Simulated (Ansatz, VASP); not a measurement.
**MoOs2 in VASP and in Ansatz**

```
CELL_PARAMETERS angstrom
4.33019 0.00000 0.00000
0.00000 5.28496 0.00000
0.00000 0.00000 3.29923
ATOMIC_POSITIONS crystal
Mo 0.00000 0.00000 0.00000
Mo 0.50000 0.50000 0.50000
Os 0.20040 0.37870 0.00000
Os 0.79960 0.62130 0.00000
Os 0.70040 0.12130 0.50000
Os 0.29960 0.87870 0.50000
```

Alike in both runs: task relaxation of cell and atoms; functional PBE; k mesh 4 × 4 × 6; occupations gaussian, width 0.1 eV; no spin polarisation.

```csv
,VASP,Ansatz
version,VASP 6.6.1,Ansatz 0.2.0
potentials or method,"VASP PAW PBE potentials, release 64 (Mo_sv, Os), cutoff 600 eV","scalar-relativistic, plane waves, PAW"
valence electrons in the cell,60,92
```

```tsv
	VASP	Ansatz	Ansatz less VASP
gap on the k mesh at the Fermi level, each at its own relaxed structure (eV)	none	none	-
relaxed volume (Å³/atom)	14.84	14.84	+0.001
relaxed cell length with the largest relative difference (Å)	3.895	3.893	-0.0011
```

A gap of «none» marks a metal or a gap that the smearing closes. VASP's potentials hold 60 valence electrons a cell and Ansatz's 92, so a difference there can come from the potentials and not from the codes.

The k mesh is coarse, so the values compare programs but aren't converged. Spin-orbit coupling is off throughout. Noted on VASP's run: the volume moved by over 15 % at a fixed basis, so the end points are rough.
